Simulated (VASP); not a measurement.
Wanted: the native input for a VASP 6.6.1 run.

- Task: single point
- Functional: PBEsol
- Potentials or basis: VASP PAW PBE potentials, release 64 (Zr_sv, H)
- Cutoff: 520 eV
- k mesh: 13 × 13 × 8
- Occupations: gaussian, width 0.02 eV
- Spin: no spin polarisation
- Dipole correction: no
- Further INCAR settings: ALGO = Normal; EDIFF = 1e-06; NBANDS = 21

The structure of ZrH lies in POSCAR:

```
ZrH
1.0
    3.1889275219      0.0000000000      0.0000000000
    0.0000000000      3.1889275219      0.0000000000
    0.0000000000      0.0000000000      4.9934220628
Zr H
2 2
Direct
    0.0000000000      0.5000000000      0.0000000000
    0.5000000000      0.0000000000      0.5000000000
    0.0000000000      0.0000000000      0.7500000000
    0.0000000000      0.0000000000      0.2500000000
```

One way to write it, as run:

INCAR

```
PREC = Accurate
ENCUT = 520
EDIFF = 1E-6
ISMEAR = 0
SIGMA = 0.02
LREAL = F
LASPH = T
NELM = 60
ALGO = Normal
ISIF = 2
LWAVE = F
LCHARG = F
GGA = PS
NBANDS = 21
```

KPOINTS

```
Automatic mesh
0
Gamma
  13 13 8
```

Potentials or basis: VASP PAW PBE potentials, release 64 (Zr_sv, H).

Run with:

```bash
$ cat potpaw_PBE.64/Zr_sv/POTCAR potpaw_PBE.64/H/POTCAR > POTCAR
$ mpirun -np 1 vasp_std > vasp.out
```

It gave:

| Quantity | Value |
| --- | --- |
| Pressure | 0.1 GPa |
| Band gap on the k mesh | zero (bands 13 and 14 overlap by 0.97 eV) |

Caveat: the PAW data sets were made with another functional, which shifts forces and pressure a little.

It took 91 s on 1 thread of Intel Xeon 8259CL, on a shared host, peak memory 0.25 GiB.
